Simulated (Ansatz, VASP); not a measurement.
# Ge in VASP and in Ansatz

The input POSCAR:

```
Ge
1.0
    4.0904100000      0.0000000000      0.0000000000
   -2.0452000000      3.5424000000      0.0000000000
    0.0000000000      0.0000000000      3.3265800000
Ge
2
Direct
    0.6666700000      0.3333300000      0.1408600000
    0.3333300000      0.6666700000      0.8591400000
```

INCAR.step1

```
PREC     = Accurate       # precision mode
ENCUT    = 410            # plane-wave cutoff, eV
EDIFF    = 1E-5           # SCF threshold, eV
ISMEAR   = -1             # smearing method
SIGMA    = 0.05           # smearing width, eV
LREAL    = F              # projectors in reciprocal space
LASPH    = T              # aspherical terms in the spheres
NELM     = 120            # most SCF steps
ALGO     = Normal         # electronic algorithm
ISIF     = 2              # what is computed and relaxed
LWAVE    = T              # write WAVECAR
LCHARG   = F              # write CHGCAR
GGA      = PE             # functional
NBANDS   = 21             # bands
GGA_COMPAT= F
```

File INCAR.step2:

```
PREC     = Accurate       # precision mode
ENCUT    = 410            # plane-wave cutoff, eV
EDIFF    = 1E-6           # SCF threshold, eV
ISMEAR   = -1             # smearing method
SIGMA    = 0.05           # smearing width, eV
LREAL    = F              # projectors in reciprocal space
LASPH    = T              # aspherical terms in the spheres
NELM     = 120            # most SCF steps
ALGO     = Normal         # electronic algorithm
ISIF     = 2              # what is computed and relaxed
LWAVE    = F              # write WAVECAR
LCHARG   = F              # write CHGCAR
GGA      = PE             # functional
LHFCALC  = T              # exact exchange
AEXX     = 0.25           # exact-exchange fraction
HFSCREEN = 0.3            # screening, 1/A
PRECFOCK = Normal       
ISTART   = 1            
NBANDS   = 21             # bands
GGA_COMPAT= F
```

Contents of KPOINTS:

```
regular mesh
0
Gamma
  4 4 4
```

input

```
crystal:
  lattice:
    - [4.09041, 0.0, 0.0]
    - [-2.0452, 3.5424, 0.0]
    - [0.0, 0.0, 3.32658]
  atoms:
    - { symbol: Ge, position: [0.66667, 0.33333, 0.14086] }
    - { symbol: Ge, position: [0.33333, 0.66667, 0.85914] }
hamiltonian:
  xc: { exchange: pbe, correlation: pbe, exx: { coeff: 0.25, omega: 0.3 } }
  pseudopotentials: { kind: paw }
kpoints:
  mp_grid: { grid: [4, 4, 4] }
  band_path:
    path:
      - [[0.0, 0.0, 0.0], [0.5, 0.0, 0.0], [0.3333333333, 0.3333333333, 0.0], [0.0, 0.0, 0.0], [0.0, 0.0, 0.5], [0.5, 0.0, 0.5], [0.3333333333, 0.3333333333, 0.5], [0.0, 0.0, 0.5]]
      - [[0.5, 0.0, 0.5], [0.5, 0.0, 0.0]]
      - [[0.3333333333, 0.3333333333, 0.0], [0.3333333333, 0.3333333333, 0.5]]
    npoints: 4
scf:
  occupations: { method: fermi_dirac, width: 0.05 }
  n_extra_bands: 6
output:
  forces: true
  stress: true
  eigenvalues: true
  fatbands: false
```

Alike in both runs: functional PBE-based screened hybrid with a share of 0.25 of exact exchange and HFSCREEN = 0.3; k mesh 4 × 4 × 4; occupations fermi-dirac, width 0.05 eV; no spin polarisation.

|  | VASP | Ansatz |
| --- | --- | --- |
| version | VASP 6.6.1 | Ansatz 0.2.0 |
| potentials or method | VASP PAW PBE potentials, release 64 (Ge_d) | Ansatz PAW |
| plane-wave cutoff (eV) | 410 | 420 |
| valence electrons in the cell | 28 | 28 |
| task | single point | band structure |

|  | VASP | Ansatz | Ansatz less VASP |
| --- | --- | --- | --- |
| gap on the k mesh at the Fermi level (eV) | none | none | - |
| rms of the force components (eV/Å) | 0.203 | 0.202 | -0.0007 |

VASP's potentials were made for PBE, not for PBE-based screened hybrid. Atom by atom the forces differ by 0.001 eV/Å (rms over components). A gap of «none» marks a metal or a gap that the smearing closes.

The k mesh is coarse, so the values compare programs but aren't converged.
